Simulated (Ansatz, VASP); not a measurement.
Zr12C: VASP beside Ansatz

```
Zr C
1.0
     6.46000    0.00000    0.00000
    -4.84500    8.39179    0.00000
     0.00000    0.00000    5.14539
Zr C
12 1
Direct
  0.99799 0.99769 0.00439
  0.16573 0.22249 0.50066
  0.00175 0.33388 0.00242
  0.16687 0.55492 0.49907
  0.00279 0.67203 0.00343
  0.16698 0.89014 0.49900
  0.49695 0.99836 0.00135
  0.66174 0.21672 0.49630
  0.49787 0.33387 0.00043
  0.66281 0.55474 0.49722
  0.49926 0.66639 0.99897
  0.66652 0.89131 0.49568
  0.33229 0.44440 0.74988
```

Alike in both runs: functional PBE; dispersion D3(BJ); k mesh 3 × 2 × 3; occupations fermi-dirac, width 0.1 eV; no spin polarisation.

Ansatz relaxed the structure, and its values are those at the end. VASP's run is a single point on that final structure, the one shown.

|  | VASP | Ansatz |
| --- | --- | --- |
| version | VASP 6.6.1 | Ansatz 0.2.0 |
| potentials or method | VASP PAW PBE potentials, release 64 (Zr_sv, C), cutoff 520 eV | scalar-relativistic, plane waves, PAW |
| valence electrons in the cell | 148 | 148 |

```csv
,VASP,Ansatz,Ansatz less VASP
rms of the force components (eV/Å),0.006,0.006,0.0000
```

The k mesh is coarse, so the values compare programs but aren't converged.
